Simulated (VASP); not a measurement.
# GaSb (F-43m) in VASP: settings compared, part 2 of 2

VASP 6.6.1. Earlier steps stand in the parts before.

### Step 4. Single point, PBE-based screened hybrid with 25 % exact exchange

This run uses another cell than the first one, of 30.34 Å³/atom.

The input, POSCAR:

```
GaSb
1.0
    0.0000000000      3.1189956238      3.1189956238
    3.1189956238      0.0000000000      3.1189956238
    3.1189956238      3.1189956238      0.0000000000
Sb Ga
1 1
Direct
    0.7500000000      0.7500000000      0.7500000000
    0.0000000000      0.0000000000      0.0000000000
```

The input, INCAR.step1:

```
SYSTEM = GaSb
PREC     = Accurate       ! precision mode
ENCUT    = 400            ! plane-wave cutoff, eV
EDIFF    = 1E-5           ! SCF threshold, eV
ISMEAR   = -1             ! smearing method
SIGMA    = 0.05           ! smearing width, eV
LREAL    = .FALSE.        ! projectors in reciprocal space
LASPH    = .TRUE.         ! aspherical terms in the spheres
NELM     = 120            ! most SCF steps
ALGO     = Normal         ! electronic algorithm
ISIF     = 2              ! what is computed and relaxed
LWAVE    = .TRUE.         ! write WAVECAR
LCHARG   = .FALSE.        ! write CHGCAR
NBANDS   = 21             ! bands
GGA      = PE             ! functional
GGA_COMPAT= .FALSE.
```

The input, INCAR.step2:

```
SYSTEM = GaSb
PREC     = Accurate       ! precision mode
ENCUT    = 400            ! plane-wave cutoff, eV
EDIFF    = 1E-6           ! SCF threshold, eV
ISMEAR   = -1             ! smearing method
SIGMA    = 0.05           ! smearing width, eV
LREAL    = .FALSE.        ! projectors in reciprocal space
LASPH    = .TRUE.         ! aspherical terms in the spheres
NELM     = 120            ! most SCF steps
ALGO     = Normal         ! electronic algorithm
ISIF     = 2              ! what is computed and relaxed
LWAVE    = .FALSE.        ! write WAVECAR
LCHARG   = .FALSE.        ! write CHGCAR
GGA      = PE             ! functional
LHFCALC  = .TRUE.         ! exact exchange
AEXX     = 0.25           ! exact-exchange fraction
HFSCREEN = 0.3            ! screening, 1/A
PRECFOCK = Normal       
NBANDS   = 21             ! bands
ISTART   = 1            
GGA_COMPAT= .FALSE.
```

The input, KPOINTS:

```
Automatic mesh
0
G
  4 4 4
  0 0 0
```

Potentials or basis: VASP PAW PBE potentials, release 64 (Sb_d_GW, Ga_d).

Started as:

```bash
cat potpaw_PBE.64/Sb_d_GW/POTCAR potpaw_PBE.64/Ga_d/POTCAR > POTCAR
cp INCAR.step1 INCAR
mpirun -np 1 vasp_std > vasp.out
cp INCAR.step2 INCAR
mpirun -np 1 vasp_std > vasp.out
```

OUTCAR:

```text
SYSTEM = GaSb
   PREC = Accurate
   ENCUT = 400
   EDIFF = 1E-6
   ISMEAR = -1
   LREAL = .FALSE.
   LASPH = .TRUE.
   NELM = 120
   ISIF = 2
   GGA = PE
   LHFCALC = .TRUE.
   AEXX = 0.25
   HFSCREEN = 0.3
   PRECFOCK = Normal
   ISTART = 1

 ion  position               nearest neighbor table
   1  0.750  0.750  0.750-   2 2.70   2 2.70   2 2.70   2 2.70
   2  0.000  0.000  0.000-   1 2.70   1 2.70   1 2.70   1 2.70

  LATTYP: Found a face centered cubic cell.
 ALAT       =     6.2379912476

  Lattice vectors:

 A1 = (   0.0000000000,   3.1189956238,   3.1189956238)
 A2 = (   3.1189956238,   0.0000000000,   3.1189956238)
 A3 = (   3.1189956238,   3.1189956238,   0.0000000000)

Analysis of symmetry for initial positions (statically):
=====================================================================
 Subroutine PRICEL returns:
 Original cell was already a primitive cell.

 Routine SETGRP: Setting up the symmetry group for a
[... 153 lines left out ...]
  ext. energy  EPLUGINS =         0.00000000
  ---------------------------------------------------
  free energy    TOTEN  =        -8.28261460 eV

  energy without entropy =       -8.28111707  energy(sigma->0) =       -8.28186584

 E-fermi :   3.2470     XC(G=0):  -7.6402

 val. band max:        3.0952261227   @ k =   0.0000   0.0000   0.0000
 cond. band min:       3.3388993323   @ k =   0.0000   0.0000   0.0000
 fundamental gap:      0.2436732096
 Fermi energy:         3.2470469232

 k-point     1 :       0.0000    0.0000    0.0000
  band No.  band energies     occupation
      1     -27.6512      2.00000
      2     -27.6512      2.00000
      3     -27.6512      2.00000
      4     -27.6319      2.00000
      5     -27.6319      2.00000
      6     -14.4078      2.00000
[... 181 lines left out ...]
     20      13.8474      0.00000
     21      15.0210      0.00000

------------------------ aborting loop because EDIFF is reached ----------------------------------------

  FORCE on cell =-STRESS in cart. coord.  units (eV):
  Direction    XX          YY          ZZ          XY          YZ          ZX
  --------------------------------------------------------------------------------------
  -------------------------------------------------------------------------------------
  Total       -0.7890825     -0.7890825     -0.7890825      0.0000000      0.0000000     -0.0000000
  in kB      -20.8333297    -20.8333297    -20.8333297      0.0000000      0.0000000     -0.0000000
  external PRESSURE =     -20.8333297 kB  Pullay stress =       0.0000000 kB

 VOLUME and BASIS-vectors are now :
 -----------------------------------------------------------------------------
  energy-cutoff  :      400.00
  volume of cell :       60.68
      direct lattice vectors                 reciprocal lattice vectors
     0.000000000  3.118995624  3.118995624    -0.160308016  0.160308016  0.160308016
     3.118995624  0.000000000  3.118995624     0.160308016 -0.160308016  0.160308016
     3.118995624  3.118995624  0.000000000     0.160308016  0.160308016 -0.160308016

 POSITION                                       TOTAL-FORCE (eV/Angst)
 -----------------------------------------------------------------------------------
      4.67849      4.67849      4.67849        -0.000000     -0.000000      0.000000
      0.00000      0.00000      0.00000         0.000000      0.000000     -0.000000
 -----------------------------------------------------------------------------------
    total drift:                               -0.000000     -0.000001     -0.000015

  FREE ENERGIE OF THE ION-ELECTRON SYSTEM (eV)
  ---------------------------------------------------
  free  energy   TOTEN  =        -8.2826146036 eV

  energy  without entropy=       -8.2811170715  energy(sigma->0) =       -8.28186584
```

Run time: 13 min. Hardware: 1 thread of AMD EPYC 7R13 (Zen 3), shared host; peak memory 0.27 GiB.

Results:

* Free energy: -8.2826 eV
* Pressure: -2.1 GPa
* Band gap on the k mesh: 0.24 eV

Caveat: the k points lie up to 0.44 Å⁻¹ apart; the PAW data sets were made with another functional, which shifts forces and pressure a little; spin-orbit coupling is left out, which moves the levels of the heavy elements.

### Step 5. Single point, HF

The input, POSCAR:

```
GaSb
1.0
    0.0000000000      3.0590000000      3.0590000000
    3.0590000000      0.0000000000      3.0590000000
    3.0590000000      3.0590000000      0.0000000000
Sb Ga
1 1
Direct
    0.7500000000      0.7500000000      0.7500000000
    0.0000000000      0.0000000000      0.0000000000
```

The input, INCAR.step1:

```
SYSTEM = GaSb
  PREC = Accurate
  ENCUT = 400
  EDIFF = 1E-5
  ISMEAR = -1
  SIGMA = 0.05
  LREAL = .FALSE.
  LASPH = .TRUE.
  NELM = 120
  ALGO = Normal
  ISIF = 2
  LWAVE = .TRUE.
  NBANDS = 21
  GGA = PE
  GGA_COMPAT = .FALSE.
```

The input, INCAR.step2:

```
SYSTEM = GaSb
  PREC = Accurate
  ENCUT = 400
  EDIFF = 1E-6
  ISMEAR = -1
  SIGMA = 0.05
  LREAL = .FALSE.
  LASPH = .TRUE.
  NELM = 120
  ALGO = Normal
  ISIF = 2
  LWAVE = .FALSE.
  LCHARG = .TRUE.
  GGA = PE
  LHFCALC = .TRUE.
  AEXX = 1.0
  ALDAC = 0.0
  AGGAC = 0.0
  PRECFOCK = Normal
  LELF = .TRUE.
  LVHAR = .TRUE.
  NBANDS = 21
  ISTART = 1
  GGA_COMPAT = .FALSE.
```

KPOINTS is that of step 4.

Started as:

```bash
cat potpaw_PBE.64/Sb_d_GW/POTCAR potpaw_PBE.64/Ga_d/POTCAR > POTCAR
cp INCAR.step1 INCAR
mpirun -np 1 vasp_std > vasp.out
cp INCAR.step2 INCAR
mpirun -np 1 vasp_std > vasp.out
```

Wall time 11 min (1 thread of Intel Xeon 6975P-C (Granite Rapids), shared host); peak memory 0.18 GiB.

The run converged. Its results:

* Free energy: -14.4239 eV
* Pressure: 3.1 GPa
* Band gap on the k mesh: 6.41 eV (least direct gap 6.90 eV)

Levels at points of the mesh, in eV from the valence-band top:
```csv
k point,band 12,band 13,band 14,band 15,band 16,band 17
"(0.00, 0.00, 0.00)",0.00,0.00,0.00,6.90,8.75,8.75
"(0.50, 0.00, 0.00)",-8.51,-1.50,-1.50,6.41,9.84,9.84
"(0.50, 0.50, 0.00)",-9.07,-3.42,-3.42,6.44,6.69,16.76
```

Caveat: the k points lie up to 0.44 Å⁻¹ apart; the PAW data sets were made with another functional, which shifts forces and pressure a little; spin-orbit coupling is left out, which moves the levels of the heavy elements. A k mesh can miss the band edges.

### Step 6. Single point, PBE0

This run uses another cell than the first one, of 28.93 Å³/atom.

The input, POSCAR:

```
GaSb
1.0
    0.0000000000      3.0699818058      3.0699818058
    3.0699818058      0.0000000000      3.0699818058
    3.0699818058      3.0699818058      0.0000000000
Sb Ga
1 1
Direct
    0.7500000000      0.7500000000      0.7500000000
    0.0000000000      0.0000000000      0.0000000000
```

The input, INCAR.step1:

```
PREC     = Accurate       # precision mode
ENCUT    = 400            # plane-wave cutoff, eV
EDIFF    = 1E-5           # SCF threshold, eV
ISMEAR   = -1             # smearing method
SIGMA    = 0.05           # smearing width, eV
LREAL    = F              # projectors in reciprocal space
LASPH    = T              # aspherical terms in the spheres
NELM     = 120            # most SCF steps
ALGO     = Normal         # electronic algorithm
ISIF     = 2              # what is computed and relaxed
LWAVE    = T              # write WAVECAR
GGA      = PE             # functional
NBANDS   = 21             # bands
GGA_COMPAT= F
```

The input, INCAR.step2:

```
PREC     = Accurate       # precision mode
ENCUT    = 400            # plane-wave cutoff, eV
EDIFF    = 1E-6           # SCF threshold, eV
ISMEAR   = -1             # smearing method
SIGMA    = 0.05           # smearing width, eV
LREAL    = F              # projectors in reciprocal space
LASPH    = T              # aspherical terms in the spheres
NELM     = 120            # most SCF steps
ALGO     = Normal         # electronic algorithm
ISIF     = 2              # what is computed and relaxed
LWAVE    = F              # write WAVECAR
LCHARG   = T              # write CHGCAR
GGA      = PE             # functional
LHFCALC  = T              # exact exchange
AEXX     = 0.25           # exact-exchange fraction
PRECFOCK = Normal       
LELF     = T              # ELF
LVHAR    = T            
ISTART   = 1            
NBANDS   = 21             # bands
GGA_COMPAT= F
```

The input, KPOINTS:

```
regular mesh
0
Gamma
  4 4 4
```

Potentials or basis: VASP PAW PBE potentials, release 64 (Sb_d_GW, Ga_d).

Started as:

```bash
cat potpaw_PBE.64/Sb_d_GW/POTCAR potpaw_PBE.64/Ga_d/POTCAR > POTCAR
cp INCAR.step1 INCAR
mpirun -np 1 vasp_std > vasp.out
cp INCAR.step2 INCAR
mpirun -np 1 vasp_std > vasp.out
```

OUTCAR:

```text
PREC = Accurate
   ENCUT = 400
   EDIFF = 1E-6
   ISMEAR = -1
   LREAL = F
   LASPH = T
   NELM = 120
   ISIF = 2
   GGA = PE
   LHFCALC = T
   AEXX = 0.25
   PRECFOCK = Normal
   ISTART = 1

 ion  position               nearest neighbor table
   1  0.750  0.750  0.750-   2 2.66   2 2.66   2 2.66   2 2.66
   2  0.000  0.000  0.000-   1 2.66   1 2.66   1 2.66   1 2.66

  LATTYP: Found a face centered cubic cell.
 ALAT       =     6.1399636116

[... 367 lines left out ...]
     21      16.2210      0.00000

------------------------ aborting loop because EDIFF is reached ----------------------------------------

  FORCE on cell =-STRESS in cart. coord.  units (eV):
  Direction    XX          YY          ZZ          XY          YZ          ZX
  --------------------------------------------------------------------------------------
  -------------------------------------------------------------------------------------
  Total       -0.1176200     -0.1176200     -0.1176200      0.0000000      0.0000000     -0.0000000
  in kB       -3.2565236     -3.2565236     -3.2565236      0.0000000      0.0000000     -0.0000000
  external PRESSURE =      -3.2565236 kB  Pullay stress =       0.0000000 kB

 VOLUME and BASIS-vectors are now :
 -----------------------------------------------------------------------------
  energy-cutoff  :      400.00
  volume of cell :       57.87
      direct lattice vectors                 reciprocal lattice vectors
     0.000000000  3.069981806  3.069981806    -0.162867415  0.162867415  0.162867415
     3.069981806  0.000000000  3.069981806     0.162867415 -0.162867415  0.162867415
     3.069981806  3.069981806  0.000000000     0.162867415  0.162867415 -0.162867415

 POSITION                                       TOTAL-FORCE (eV/Angst)
 -----------------------------------------------------------------------------------
      4.60497      4.60497      4.60497        -0.000000     -0.000000     -0.000000
      0.00000      0.00000      0.00000         0.000000      0.000000      0.000000
 -----------------------------------------------------------------------------------
    total drift:                                0.000001     -0.000049     -0.000012

  FREE ENERGIE OF THE ION-ELECTRON SYSTEM (eV)
  ---------------------------------------------------
  free  energy   TOTEN  =        -9.4873616310 eV

  energy  without entropy=       -9.4873615967  energy(sigma->0) =       -9.48736161
```

OUTCAR.step1:

```text
PREC = Accurate
   ENCUT = 400
   EDIFF = 1E-5
   ISMEAR = -1
   LREAL = F
[... 394 lines left out ...]
      4.60497      4.60497      4.60497        -0.000000     -0.000000     -0.000000
      0.00000      0.00000      0.00000         0.000000      0.000000      0.000000
 -----------------------------------------------------------------------------------
    total drift:                                0.000001      0.000001      0.000001

  FREE ENERGIE OF THE ION-ELECTRON SYSTEM (eV)
  ---------------------------------------------------
  free  energy   TOTEN  =        -7.1863228163 eV

  energy  without entropy=       -7.1828208484  energy(sigma->0) =       -7.18457183
```

It took 15 min on 1 thread of AMD EPYC 9R14 (Zen 4), shared host; peak memory 0.16 GiB.

What came out:

| Item | Value |
| --- | --- |
| Free energy | -9.4874 eV |
| Pressure | -0.3 GPa |
| Band gap on the k mesh | 1.47 eV |

Caveat: the k points lie up to 0.44 Å⁻¹ apart; the PAW data sets were made with another functional, which shifts forces and pressure a little; spin-orbit coupling is left out, which moves the levels of the heavy elements.

### Step 7. Summary

| level | cell | smearing | share of exact exchange | screening parameter | gap on the mesh (eV) | pressure (GPa) |
| --- | --- | --- | --- | --- | --- | --- |
| PBE0+D4 | a = 4.326 Å, angles 60.0°, 2 atoms | gaussian 0.02 eV | 0.25 | - | 1.56 | -2.1 |
| PBE0 | a = 4.326 Å, angles 60.0°, 2 atoms | fermi-dirac 0.05 eV | 0.25 | - | 1.56 | 0.2 |
| PBE-based screened hybrid with 25 % exact exchange | a = 4.411 Å, angles 60.0°, 2 atoms | fermi-dirac 0.05 eV | 0.25 | 0.3 1/Å | 0.24 | -2.1 |
| HF | a = 4.326 Å, angles 60.0°, 2 atoms | fermi-dirac 0.05 eV | 1 | - | 6.41 | 3.1 |
| PBE0 | a = 4.342 Å, angles 60.0°, 2 atoms | fermi-dirac 0.05 eV | 0.25 | - | 1.47 | -0.3 |

Alike in all rows: task single point; potentials or basis VASP PAW PBE potentials, release 64 (Sb_d_GW, Ga_d); no spin polarisation; k mesh 4 × 4 × 4; cutoff (eV) 400.

Caveats: all runs use coarse meshes; the PAW data sets were made with another functional, which shifts forces and pressure a little; spin-orbit coupling is left out, which moves the levels of the heavy elements.

Absolute energies hang on the potentials; compare differences alone.
